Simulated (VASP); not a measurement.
# Ir3Cl in VASP: single point with PBE

Aim: the single point of Ir3Cl with PBE.

Everything below comes from runs of VASP 6.6.1. Logs are shortened: lines on timing, memory, paths and dates and some standing lists are left out, and cuts for length are marked.

### Step 1. The cell of the first run

The cell holds a slab with vacuum, 4 atoms: a = 2.737 Å, b = 2.737 Å, c = 19.188 Å, α = 90.00°, β = 90.00°, γ = 90.00°.

### Step 2. Single point, PBE

Input file INCAR:

```
SYSTEM = Ir3Cl
PREC = Accurate ; ENCUT = 520
EDIFF = 1E-6 ; ISMEAR = 0
SIGMA = 0.1 ; LREAL = .FALSE.
LASPH = .TRUE. ; NELM = 60
ALGO = Normal ; ISIF = 2
LWAVE = .FALSE. ; LCHARG = .TRUE.
LDIPOL = .TRUE. ; IDIPOL = 3
DIPOL = 0.5 0.5 0.355 ; GGA = PE
LELF = .TRUE. ; LVHAR = .TRUE.
LVACPOTAV = .TRUE. ; NBANDS = 25
```

Input file KPOINTS:

```
Automatic mesh
0
G
  10 10 1
  0 0 0
```

Input file POSCAR:

```
Ir3Cl
1.0
    2.7367600872      0.0000000000      0.0000000000
    0.0000000000      2.7367600872      0.0000000000
    0.0000000000      0.0000000000     19.1883373024
Ir Cl
3 1
Direct
    0.5000000000      0.5000000000      0.2084599586
    0.0000000000      0.0000000000      0.3045662598
    0.5000000000      0.5000000000      0.4006776190
    0.5000000000      1.0000000000      0.5054305121
```

Potentials or basis: VASP PAW PBE potentials, release 64 (Ir, Cl).

Run with:

```sh
> cat potpaw_PBE.64/Ir/POTCAR potpaw_PBE.64/Cl/POTCAR > POTCAR
> mpirun -np 1 vasp_std > vasp.out
```

OUTCAR:

```text
SYSTEM = Ir3Cl
   PREC = Accurate
   ENCUT = 520
   EDIFF = 1E-6
   ISMEAR = 0
   LREAL = .FALSE.
   LASPH = .TRUE.
   NELM = 60
   ISIF = 2
   GGA = PE

 ion  position               nearest neighbor table
   1  0.500  0.500  0.208-   2 2.67   2 2.67   2 2.67   2 2.67
   2  0.000  0.000  0.305-   1 2.67   1 2.67   1 2.67   1 2.67   3 2.67   3 2.67   3 2.67   3 2.67

   3  0.500  0.500  0.401-   4 2.43   4 2.43   2 2.67   2 2.67   2 2.67   2 2.67
   4  0.500  0.000  0.505-   3 2.43   3 2.43

  LATTYP: Found a simple tetragonal cell.
 ALAT       =     2.7367600872
 C/A-ratio  =     7.0113333617

  Lattice vectors:

 A1 = (   2.7367600872,   0.0000000000,   0.0000000000)
 A2 = (   0.0000000000,   2.7367600872,   0.0000000000)
 A3 = (   0.0000000000,   0.0000000000,  19.1883373024)

Analysis of symmetry for initial positions (statically):
=====================================================================
 Subroutine PRICEL returns:
 Original cell was already a primitive cell.

 Routine SETGRP: Setting up the symmetry group for a
 simple tetragonal supercell.

 Subroutine GETGRP returns: Found  4 space group operations
 (whereof  4 operations were pure point group operations)
 out of a pool of 16 trial point group operations.

The static configuration has the point symmetry C_2v.

Analysis of symmetry for dynamics (positions and initial velocities):
=====================================================================
 Subroutine PRICEL returns:
 Original cell was already a primitive cell.

 Routine SETGRP: Setting up the symmetry group for a
 simple tetragonal supercell.

 Subroutine GETGRP returns: Found  4 space group operations
 (whereof  4 operations were pure point group operations)
 out of a pool of 16 trial point group operations.

The dynamic configuration has the point symmetry C_2v.

 Subroutine INISYM returns: Found  4 space group operations
 (whereof  4 operations are pure point group operations),
 and found     1 'primitive' translations

----------------------------------------------------------------------------------------

                                     Primitive cell

  volume of cell :     143.7179

  direct lattice vectors                    reciprocal lattice vectors
     2.736760087  0.000000000  0.000000000     0.365395566  0.000000000  0.000000000
     0.000000000  2.736760087  0.000000000     0.000000000  0.365395566  0.000000000
     0.000000000  0.000000000 19.188337302     0.000000000  0.000000000  0.052114990

  length of vectors
     2.736760087  2.736760087 19.188337302     0.365395566  0.365395566  0.052114990
[... 91 lines left out ...]
   ISIF   =      2    stress and relaxation
   ISYM   =      2    0-nonsym 1-usesym 2-fastsym
   POTIM  = 0.5000    time-step for ionic-motion
   TEBEG  =    0.0;   TEEND  =   0.0 temperature during run
   PSTRESS=    0.0 pullay stress
   NELECT =      34.0000    total number of electrons
   NUPDOWN=      -1.0000    fix difference up-down
   EMIN   =  10.00;   EMAX   =-10.00  energy-range for DOS
   EFERMI =   0.00;   METHOD = LEGACY
   ISMEAR =     0;   SIGMA  =   0.10  broadening in eV -4-tet -1-fermi 0-gaus
   EFERMI_NEDOS =   21; number of points for ismear=-14 and -15
   IALGO  =     38    algorithm
   IMIX   =      4    mixing-type and parameters
     AMIX     =   0.40;   BMIX     =  1.00
     AMIX_MAG =   1.60;   BMIX_MAG =  1.00
  volume/ion in A,a.u.               =      35.93       242.46
  Fermi-wavevector in a.u.,A,eV,Ry     =   1.012506  1.913359 13.948258  1.025168
  Thomas-Fermi vector in A             =   2.145619
   LORBIT       =      0    0 simple, 1 ext, 2 COOP (PROOUT), +10 PAW based schemes
   GGA     = PE    functional components
   LHFCALC =     F    Hartree Fock is set to
   AEXX    =    0.0000 exact exchange contribution
   IVDW    =     0    specifies the selected vdW correction
   LEPSILON=     F    determine dielectric tensor
   LRPA    =     F    only Hartree local field effects (RPA)
 non-spin polarized calculation
 Gauss-broadening in eV      SIGMA  =   0.10
  energy-cutoff  :      520.00
  volume of cell :      143.72
 maximum number of plane-waves:      3910
   NGX = 11   NGY = 11   NGZ = 71

 dipolmoment           0.000000      0.000000      0.022624 electrons x Angstroem

 number of electron      33.9999998 magnetization

 dipolmoment           0.000000      0.000000     -0.012386 electrons x Angstroem

 Free energy of the ion-electron system (eV)
  ---------------------------------------------------
  ext. energy  EPLUGINS =         0.00000000
  ---------------------------------------------------
  free energy    TOTEN  =       -26.32199019 eV

  energy without entropy =      -26.30493023  energy(sigma->0) =      -26.31346021

 E-fermi :   0.7461     XC(G=0):  -6.2106

 val. band max:        0.7270763619   @ k =   0.4000   0.0000   0.0000
 cond. band min:       0.7827901050   @ k =  -0.1000   0.4000   0.0000
 fundamental gap:      0.0557137430
 Fermi energy:         0.7460818408

 k-point     1 :       0.0000    0.0000    0.0000
  band No.  band energies     occupation
      1     -16.8556      2.00000
      2      -9.2295      2.00000
      3      -7.0860      2.00000
      4      -6.3026      2.00000
      5      -6.1321      2.00000
      6      -4.8969      2.00000
[... 661 lines left out ...]
     24       8.2836      0.00000
     25       9.0469      0.00000

 [... further k-points ...]

------------------------ aborting loop because EDIFF is reached ----------------------------------------

  FORCE on cell =-STRESS in cart. coord.  units (eV):
  Direction    XX          YY          ZZ          XY          YZ          ZX
  --------------------------------------------------------------------------------------
  -------------------------------------------------------------------------------------
  Total        2.8149162      3.3443645      1.4363645      0.0000000      0.0000000      0.0000000
  in kB       31.3808892     37.2832180     16.0126955      0.0000000      0.0000000      0.0000000
  external PRESSURE =      28.2256009 kB  Pullay stress =       0.0000000 kB

 VOLUME and BASIS-vectors are now :
 -----------------------------------------------------------------------------
  energy-cutoff  :      520.00
  volume of cell :      143.72
      direct lattice vectors                 reciprocal lattice vectors
     2.736760087  0.000000000  0.000000000     0.365395566  0.000000000  0.000000000
     0.000000000  2.736760087  0.000000000     0.000000000  0.365395566  0.000000000
     0.000000000  0.000000000 19.188337302     0.000000000  0.000000000  0.052114990

 POSITION                                       TOTAL-FORCE (eV/Angst)
 -----------------------------------------------------------------------------------
      1.36838      1.36838      4.00000         0.000000      0.000000     -0.191934
      0.00000      0.00000      5.84412         0.000000      0.000000     -0.400339
      1.36838      1.36838      7.68834         0.000000      0.000000      0.577338
      1.36838      0.00000      9.69837         0.000000      0.000000      0.014935
 -----------------------------------------------------------------------------------
    total drift:                                0.000000      0.000000     -0.000100

  FREE ENERGIE OF THE ION-ELECTRON SYSTEM (eV)
  ---------------------------------------------------
  free  energy   TOTEN  =       -26.3219901895 eV

  energy  without entropy=      -26.3049302287  energy(sigma->0) =      -26.31346021

 vacuum level on the upper side and lower side of the slab         5.689         5.988
```

OSZICAR:

```text
N       E                     dE             d eps       ncg     rms          rms(c)
DAV:   1     0.334880352907E+03    0.33488E+03   -0.13944E+04  1800   0.117E+03
DAV:   2     0.367746423975E+01   -0.33120E+03   -0.29416E+03  1857   0.340E+02
DAV:   3    -0.270128354533E+02   -0.30690E+02   -0.28718E+02  2348   0.102E+02
[... 21 lines left out ...]
DAV:  25    -0.263219784686E+02   -0.93839E-05   -0.15249E-06  1528   0.128E-02    0.120E-02
DAV:  26    -0.263219829418E+02   -0.44733E-05   -0.10932E-06  1491   0.751E-03    0.674E-03
DAV:  27    -0.263219854513E+02   -0.25094E-05   -0.67120E-07  1431   0.469E-03    0.330E-03
DAV:  28    -0.263219897046E+02   -0.42533E-05   -0.96643E-07  1446   0.599E-03    0.244E-03
DAV:  29    -0.263219901895E+02   -0.48493E-06   -0.13483E-07  1479   0.361E-03
   1 F= -.26321990E+02 E0= -.26313460E+02  d E =-.170600E-01
```

Wall time 1.9 min (1 thread of Intel Xeon 6975P-C (Granite Rapids), shared host); peak memory 0.29 GiB.

Results:

- Free energy: -26.3220 eV
- Largest force: 0.577 eV/Å
- Band gap on the k mesh: zero (bands 17 and 18 overlap by 1.89 eV)

Forces in eV/Å, atoms in the order of the input:
```
Ir   0.000  0.000 -0.192
Ir   0.000  0.000 -0.400
Ir   0.000  0.000  0.577
Cl   0.000  0.000  0.015
```

Levels at points of the mesh, in eV from the Fermi level:
```csv
k point,band 14,band 15,band 16,band 17,band 18,band 19,band 20,band 21
"(0.00, 0.00, 0.00)",-1.29,-1.11,-0.37,-0.27,0.15,0.86,0.97,1.09
"(0.50, 0.00, 0.00)",-1.80,-1.48,0.18,0.52,0.59,0.69,1.24,2.45
"(0.00, 0.50, 0.00)",-0.82,-0.65,-0.09,0.20,0.70,0.75,1.77,2.36
"(0.50, 0.50, 0.00)",0.14,0.56,0.79,1.19,1.50,2.16,3.14,4.64
```

Caveat: spin-orbit coupling is left out, which moves the levels of the heavy elements.
